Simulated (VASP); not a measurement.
Wanted: the native input for a VASP 6.6.1 run.

- Task: single point
- Functional: PBE
- Potentials or basis: VASP PAW PBE potentials, release 64 (Al, N)
- Cutoff: 520 eV
- k mesh: 9 × 9 × 6
- Occupations: gaussian, width 0.05 eV
- Spin: no spin polarisation
- Dipole correction: no
- Further INCAR settings: ALGO = Normal; EDIFF = 1e-07; NBANDS = 16

The structure of AlN lies in POSCAR:

```
AlN
1.0
    3.2665522592      0.0000000000      0.0000000000
   -1.6332761296      2.8289172392      0.0000000000
    0.0000000000      0.0000000000      4.9780000000
Al N
2 2
Direct
    0.3333333333      0.6666666667      0.0000000000
    0.6666666667      0.3333333333      0.5000000000
    0.3333333333      0.6666666667      0.3850000000
    0.6666666667      0.3333333333      0.8850000000
```

This cell differs from its parent crystal: strain +0.050 along x and y, +0.000 along z.

The input as run:

INCAR

```
  ALGO = Normal
  EDIFF = 1E-7
  ENCUT = 520
  GGA = PE
  ISIF = 2
  ISMEAR = 0
  LASPH = True
  LCHARG = False
  LREAL = False
  LWAVE = False
  NBANDS = 16
  NELM = 60
  PREC = Accurate
  SIGMA = 0.05
```

KPOINTS

```
k-points
0
Gamma
  9 9 6
```

Potentials or basis: VASP PAW PBE potentials, release 64 (Al, N).

Launch:

```console
$ cat potpaw_PBE.64/Al/POTCAR potpaw_PBE.64/N/POTCAR > POTCAR
$ mpirun -np 1 vasp_std > vasp.out
```

It gave:

The pressure is -13.2 GPa and the largest force is 0.214 eV/Å. The band gap on the k mesh is 3.22 eV, direct.

Caveat: the cell differs from its parent crystal (strain +0.050 along x and y, +0.000 along z).

Run time: 52 s on 1 thread of AMD EPYC 7R13 Processor (Zen 3) (shared host), peak memory 0.14 GiB.
